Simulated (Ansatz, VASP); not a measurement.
# MgAl2C2: VASP beside Ansatz

The input INCAR:

```
  PREC = Accurate
  ENCUT = 600
  EDIFF = 1E-6
  ISMEAR = 0
  SIGMA = 0.01
  LREAL = False
  LASPH = True
  NELM = 60
  ALGO = Normal
  ISIF = 3
  LWAVE = False
  LCHARG = False
  IBRION = 2
  NSW = 80
  EDIFFG = -0.001
```

The input KPOINTS:

```
Automatic mesh
0
Gamma
  12 12 6
```

POSCAR

```
MgAl2C2
1.0
    3.3469210454      0.0000000000      0.0000000000
   -1.6734605227      2.8985186498      0.0000000000
    0.0000000000      0.0000000000      5.7049766799
Mg Al C
1 2 2
Direct
    0.0000000000      0.0000000000      0.0000000000
    0.3333333333      0.6666666667      0.3495522535
    0.6666666667      0.3333333333      0.6504477465
    0.3333333333      0.6666666667      0.7310617261
    0.6666666667      0.3333333333      0.2689382739
```

Input for Ansatz:

```yaml
crystal:
  lattice:
    - [3.3469210454, 0.0, 0.0]
    - [-1.6734605227, 2.8985186498, 0.0]
    - [0.0, 0.0, 5.7049766799]
  atoms:
    - { symbol: Mg, position: [0.0, 0.0, 0.0] }
    - { symbol: Al, position: [0.3333333333, 0.6666666667, 0.3495522535] }
    - { symbol: Al, position: [0.6666666667, 0.3333333333, 0.6504477465] }
    - { symbol: C, position: [0.3333333333, 0.6666666667, 0.7310617261] }
    - { symbol: C, position: [0.6666666667, 0.3333333333, 0.2689382739] }
basis:
  ecutwfc: 420
kpoints:
  mp_grid: { grid: [12, 12, 6] }
hamiltonian:
  xc: lda
scf:
  occupations: { method: fixed }
output:
  forces: true
  stress: true
  eigenvalues: true
relax:
  adjacent_minimum: "off"
  f_tol: 0.001
  max_steps: 60
  cell: { stress_tol: 0.01 }
```

Alike in both runs: task relaxation of cell and atoms; functional LDA; k mesh 12 × 12 × 6; no spin polarisation.

|  | VASP | Ansatz |
| --- | --- | --- |
| version | VASP 6.6.1 | Ansatz 0.2.0 |
| potentials or method | VASP PAW LDA potentials, release 64 (Mg, Al, C), cutoff 600 eV | scalar-relativistic, plane waves, PAW |
| occupations | gaussian, width 0.01 eV | fixed |
| valence electrons in the cell | 16 | 24 |

Ansatz gave:

```
gap on the k mesh at the Fermi level, each at its own relaxed structure (eV) : 1.78
relaxed volume (Å³/atom)                                                     : 11.07
relaxed cell length with the largest relative difference (Å)                 : 5.705
```

Question: Which values does VASP return?

Answer: gap on the k mesh at the Fermi level, each at its own relaxed structure (eV): 1.77; relaxed volume (Å³/atom): 11.05; relaxed cell length with the largest relative difference (Å): 5.694.

LDA's correlation is that of Perdew and Zunger in VASP and of Perdew and Wang (1992) in Ansatz. VASP's potentials hold 16 valence electrons a cell and Ansatz's 24, so a difference there can come from the potentials and not from the codes.
